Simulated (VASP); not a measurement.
# Sb (Pm-3m) in VASP: a series of runs, part 2 of 2

VASP 6.6.1. Earlier steps stand in the parts before.

## 4. Single point, r2SCAN, non-collinear spin, zero start, spin-orbit coupling

POSCAR

```
Sb
1.0
    3.0828068652      0.0000000000      0.0000000000
    0.0000000000      3.0828068652      0.0000000000
    0.0000000000      0.0000000000      3.0828068652
Sb
1
Direct
    0.0000000000      0.0000000000      0.0000000000
```

INCAR.step1

```
SYSTEM = Sb
PREC     = Accurate       ! precision mode
ENCUT    = 520            ! plane-wave cutoff, eV
ISMEAR   = -1             ! smearing method
SIGMA    = 0.1            ! smearing width, eV
LREAL    = .False.        ! projectors in reciprocal space
LASPH    = .True.         ! aspherical terms in the spheres
NELM     = 150            ! most SCF steps
LNONCOLLINEAR= .True.         ! non-collinear magnetism
MAGMOM   = 0 0 0          ! initial moments
LSORBIT  = .True.         ! spin-orbit coupling
GGA_COMPAT= .False.      
NBANDS   = 16             ! bands
GGA      = PE             ! functional
ALGO     = Normal         ! electronic algorithm
EDIFF    = 1E-4           ! SCF threshold, eV
LWAVE    = .True.         ! write WAVECAR
LCHARG   = .False.        ! write CHGCAR
```

INCAR.step2

```
SYSTEM = Sb
PREC     = Accurate       ! precision mode
ENCUT    = 520            ! plane-wave cutoff, eV
EDIFF    = 1E-7           ! SCF threshold, eV
ISMEAR   = -1             ! smearing method
SIGMA    = 0.1            ! smearing width, eV
LREAL    = .False.        ! projectors in reciprocal space
LASPH    = .True.         ! aspherical terms in the spheres
NELM     = 150            ! most SCF steps
ALGO     = Normal         ! electronic algorithm
ISIF     = 2              ! what is computed and relaxed
LWAVE    = .False.        ! write WAVECAR
LCHARG   = .False.        ! write CHGCAR
LNONCOLLINEAR= .True.         ! non-collinear magnetism
MAGMOM   = 0 0 0          ! initial moments
LORBIT   = 11             ! projections on sites
LSORBIT  = .True.         ! spin-orbit coupling
GGA_COMPAT= .False.      
LORBMOM  = .True.       
METAGGA  = R2SCAN         ! meta-GGA
LMIXTAU  = .True.       
NBANDS   = 16             ! bands
ISTART   = 1
```

KPOINTS

```
Automatic mesh
0
Gamma
  10 10 10
  0 0 0
```

Potentials or basis: VASP PAW PBE potentials, release 64 (Sb).

Run with:

```sh
cat potpaw_PBE.64/Sb/POTCAR > POTCAR
cp INCAR.step1 INCAR
mpirun -np 1 vasp_ncl > vasp.out
cp INCAR.step2 INCAR
mpirun -np 1 vasp_ncl > vasp.out
```

OUTCAR:

```text
SYSTEM = Sb
   PREC = Accurate
   ENCUT = 520
   EDIFF = 1E-7
   ISMEAR = -1
   LREAL = .False.
   LASPH = .True.
   NELM = 150
   ISIF = 2
   LNONCOLLINEAR = .True.
   LORBIT = 11
   LSORBIT = .True.
   METAGGA = R2SCAN
   ISTART = 1

 ion  position               nearest neighbor table
   1  0.000  0.000  0.000-

  LATTYP: Found a simple cubic cell.
 ALAT       =     3.0828068652

  Lattice vectors:

 A1 = (   3.0828068652,   0.0000000000,   0.0000000000)
 A2 = (   0.0000000000,   3.0828068652,   0.0000000000)
 A3 = (   0.0000000000,   0.0000000000,   3.0828068652)

Analysis of symmetry for initial positions (statically):
=====================================================================
 Subroutine PRICEL returns:
 Original cell was already a primitive cell.

 Routine SETGRP: Setting up the symmetry group for a
 simple cubic supercell.

 Subroutine GETGRP returns: Found 48 space group operations
 (whereof 48 operations were pure point group operations)
 out of a pool of 48 trial point group operations.

The static configuration has the point symmetry O_h .

Analysis of symmetry for dynamics (positions and initial velocities):
=====================================================================
 Subroutine PRICEL returns:
 Original cell was already a primitive cell.

 Routine SETGRP: Setting up the symmetry group for a
 simple cubic supercell.

 Subroutine GETGRP returns: Found 48 space group operations
 (whereof 48 operations were pure point group operations)
 out of a pool of 48 trial point group operations.

The dynamic configuration has the point symmetry O_h .

Analysis of structural, dynamic, and magnetic symmetry:
=====================================================================
 Subroutine PRICEL returns:
 Original cell was already a primitive cell.

 Routine SETGRP: Setting up the symmetry group for a
 simple cubic supercell.

 Subroutine GETGRP returns: Found 48 space group operations
 (whereof 48 operations were pure point group operations)
 out of a pool of 48 trial point group operations.

The overall configuration has the point symmetry O_h .

 Subroutine INISYM returns: Found 48 space group operations
 (whereof 48 operations are pure point group operations),
 and found     1 'primitive' translations

----------------------------------------------------------------------------------------

                                     Primitive cell

  volume of cell :      29.2981

  direct lattice vectors                    reciprocal lattice vectors
     3.082806865  0.000000000  0.000000000     0.324379711  0.000000000  0.000000000
     0.000000000  3.082806865  0.000000000     0.000000000  0.324379711  0.000000000
     0.000000000  0.000000000  3.082806865     0.000000000  0.000000000  0.324379711

  length of vectors
     3.082806865  3.082806865  3.082806865     0.324379711  0.324379711  0.324379711

  position of ions in fractional coordinates (direct lattice)
     0.000000000  0.000000000  0.000000000

  ion indices of the primitive-cell ions
   primitive index   ion index
                 1           1

[... 93 lines left out ...]
  Fermi-wavevector in a.u.,A,eV,Ry     =   0.908068  1.716000 11.219201  0.824588
  Thomas-Fermi vector in A             =   2.031951
   LORBIT       =     11    0 simple, 1 ext, 2 COOP (PROOUT), +10 PAW based schemes
   METAGGA = R2SCAN    functional components
   LHFCALC =     F    Hartree Fock is set to
   AEXX    =    0.0000 exact exchange contribution
   IVDW    =     0    specifies the selected vdW correction
   LEPSILON=     F    determine dielectric tensor
   LRPA    =     F    only Hartree local field effects (RPA)
  energy-cutoff  :      520.00
  volume of cell :       29.30
 maximum number of plane-waves:      1680
 NGX is ok and might be reduce to    24
   NGX = 11   NGY = 11   NGZ = 11

 number of electron       4.9999999 magnetization       0.0000000      0.0000000      0.0000000

 number of electron       4.9999999 magnetization      -0.0000000      0.0000000      0.0000000

 number of electron       4.9999999 magnetization       0.0000000     -0.0000000     -0.0000000

 Free energy of the ion-electron system (eV)
  ---------------------------------------------------
  ext. energy  EPLUGINS =         0.00000000
  ---------------------------------------------------
  free energy    TOTEN  =       -25.73071498 eV

  energy without entropy =      -25.72400709  energy(sigma->0) =      -25.72736104

 E-fermi :   7.2063     XC(G=0): -10.1829

 val. band max:        7.0560295713   @ k =   0.2000   0.2000   0.2000
 cond. band min:       7.3665428539   @ k =   0.2000   0.2000   0.0000
 fundamental gap:      0.3105132826
 Fermi energy:         7.2063139658

 k-point     1 :       0.0000    0.0000    0.0000
  band No.  band energies     occupation
      1      -5.8197      1.00000
      2      -5.8197      1.00000
      3      10.1818      0.00000
      4      10.1818      0.00000
      5      11.0711      0.00000
      6      11.0711      0.00000
[... 433 lines left out ...]
      3       4.2942      1.00000
      4       4.2942      1.00000
      5      10.1749      0.00000
      6      10.1749      0.00000
[... 8 lines left out ...]
     15      20.1196      0.00000
     16      20.1196      0.00000

 [... further k-points ...]
[... 5 lines left out ...]
  --------------------------------------------------------------------------------------
  -------------------------------------------------------------------------------------
  Total        0.0399124      0.0399124      0.0399124     -0.0000000     -0.0000000     -0.0000000
  in kB        2.1826244      2.1826244      2.1826244     -0.0000000     -0.0000000     -0.0000000
  external PRESSURE =       2.1826244 kB  Pullay stress =       0.0000000 kB

 VOLUME and BASIS-vectors are now :
 -----------------------------------------------------------------------------
  energy-cutoff  :      520.00
  volume of cell :       29.30
      direct lattice vectors                 reciprocal lattice vectors
     3.082806865  0.000000000  0.000000000     0.324379711  0.000000000  0.000000000
     0.000000000  3.082806865  0.000000000     0.000000000  0.324379711  0.000000000
     0.000000000  0.000000000  3.082806865     0.000000000  0.000000000  0.324379711

 POSITION                                       TOTAL-FORCE (eV/Angst)
 -----------------------------------------------------------------------------------
      0.00000      0.00000      0.00000         0.000000      0.000000      0.000000
 -----------------------------------------------------------------------------------
    total drift:                               -0.000000      0.000000      0.000000

  FREE ENERGIE OF THE ION-ELECTRON SYSTEM (eV)
  ---------------------------------------------------
  free  energy   TOTEN  =       -25.7307149833 eV

  energy  without entropy=      -25.7240070937  energy(sigma->0) =      -25.72736104

 orbital moment (x)

 # of ion     p       d       tot
 ----------------------------------------
  1        -0.000  -0.000  -0.000
 ----------------------------------------
           -0.000  -0.000  -0.000

 orbital moment (y)

 # of ion     p       d       tot
 ----------------------------------------
  1         0.000   0.000   0.000
 ----------------------------------------
            0.000   0.000   0.000

 orbital moment (z)

 # of ion     p       d       tot
 ----------------------------------------
  1         0.000   0.000   0.000
 ----------------------------------------
            0.000   0.000   0.000

 Spin-Orbit-Coupling matrix elements

 Ion:    1  E_soc:     -0.1362922
 l=   1
     0.0000000    -0.0226200    -0.0226200
    -0.0226200     0.0000000    -0.0226200
    -0.0226200    -0.0226200     0.0000000
 l=   2
     0.0000000    -0.0000143     0.0000000    -0.0000143    -0.0000811
    -0.0000143     0.0000000    -0.0000608    -0.0000143    -0.0000203
     0.0000000    -0.0000608     0.0000000    -0.0000608     0.0000000
    -0.0000143    -0.0000143    -0.0000608     0.0000000    -0.0000203
    -0.0000811    -0.0000203     0.0000000    -0.0000203     0.0000000
 l=   3
     0.0000000     0.0000000     0.0000000     0.0000000     0.0000000     0.0000000     0.0000000
     0.0000000     0.0000000     0.0000000     0.0000000     0.0000000     0.0000000     0.0000000
     0.0000000     0.0000000     0.0000000     0.0000000     0.0000000     0.0000000     0.0000000
     0.0000000     0.0000000     0.0000000     0.0000000     0.0000000     0.0000000     0.0000000
     0.0000000     0.0000000     0.0000000     0.0000000     0.0000000     0.0000000     0.0000000
     0.0000000     0.0000000     0.0000000     0.0000000     0.0000000     0.0000000     0.0000000
     0.0000000     0.0000000     0.0000000     0.0000000     0.0000000     0.0000000     0.0000000

 total charge

# of ion       s       p       d       tot
------------------------------------------
    1        1.184   1.144   0.039   2.368

 magnetization (x)

# of ion       s       p       d       tot
------------------------------------------
    1        0.000   0.000   0.000   0.000

 magnetization (y)

# of ion       s       p       d       tot
------------------------------------------
    1       -0.000   0.000   0.000  -0.000

 magnetization (z)

# of ion       s       p       d       tot
------------------------------------------
    1        0.000   0.000  -0.000   0.000
```

It took 2 min on 1 thread of Intel Xeon 6975P-C, shared host; peak memory 0.23 GiB.

Results:

```
Free energy                                           : -25.7307 eV
Pressure                                              : 0.2 GPa
Net moment                                            : 0.00 μB per cell
Valence electrons inside the program's atomic spheres : Sb 2.37
```

Moments on the atoms (μB; x, y, z):
```
Sb  0.00 0.00 0.00
```

Caveat: the PAW data sets were made with another functional, which shifts forces and pressure a little.

## 5. The runs side by side

| task | spin | cell | k mesh | cutoff (eV) | gap on the mesh (eV) | pressure (GPa) |
| --- | --- | --- | --- | --- | --- | --- |
| single point | off | a = 3.083 Å, 1 atom | 17 × 17 × 17 | 520 | none | 0.3 |
| relaxation of cell and atoms | off | relaxed from a = 3.085 Å, 1 atom | 10 × 10 × 10 | 600 | none | 0.0 |
| single point | non-collinear, zero start, SOC | a = 3.083 Å, 1 atom | 10 × 10 × 10 | 520 | - | 0.2 |

Alike in all rows: level r2SCAN; potentials or basis VASP PAW PBE potentials, release 64 (Sb); smearing fermi-dirac 0.1 eV.

Caveats: the PAW data sets were made with another functional, which shifts forces and pressure a little; spin-orbit coupling is left out, which moves the levels of the heavy elements (some runs).

Total energies depend on the potentials used, so only differences within one code and one set of settings carry meaning.
